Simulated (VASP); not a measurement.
Set up this calculation in VASP 6.6.1, as the native input.

```
Task                   : single point
Functional             : PBE
Potentials or basis    : VASP PAW PBE potentials, release 64 (Li_sv, Cl)
Cutoff                 : 520 eV
k mesh                 : 11 × 11 × 11
Occupations            : fermi-dirac, width 0.05 eV
Spin                   : no spin polarisation
Dipole correction      : no
Further INCAR settings : ALGO = Normal; EDIFF = 1e-07; NBANDS = 12
```

The structure of LiCl (zincblende type) lies in POSCAR:

```
LiCl
1.0
    0.0000000000      2.7578323199      2.7578323199
    2.7578323199      0.0000000000      2.7578323199
    2.7578323199      2.7578323199      0.0000000000
Li Cl
1 1
Direct
    0.0000000000      0.0000000000      0.0000000000
    0.2500000000      0.2500000000      0.2500000000
```

The input as run:

INCAR

```
SYSTEM = LiCl
  PREC = Accurate
  ENCUT = 520
  EDIFF = 1E-7
  ISMEAR = -1
  SIGMA = 0.05
  LREAL = .FALSE.
  LASPH = .TRUE.
  NELM = 60
  ALGO = Normal
  ISIF = 2
  LWAVE = .FALSE.
  LCHARG = .TRUE.
  GGA = PE
  LELF = .TRUE.
  LVHAR = .TRUE.
  NBANDS = 12
```

KPOINTS

```
regular mesh
0
G
  11 11 11
  0 0 0
```

Potentials or basis: VASP PAW PBE potentials, release 64 (Li_sv, Cl).

The run is started by

```bash
$ cat potpaw_PBE.64/Li_sv/POTCAR potpaw_PBE.64/Cl/POTCAR > POTCAR
$ mpirun -np 1 vasp_std > vasp.out
```

Results of the run:

```yaml
Band_gap_on_the_k_mesh: 5.96 eV, direct
```

It took 24 s on 1 thread of Intel(R) Xeon(R) Platinum 8375C CPU @ 2.90GHz (Ice Lake), with other jobs on the host, peak memory 0.17 GiB.
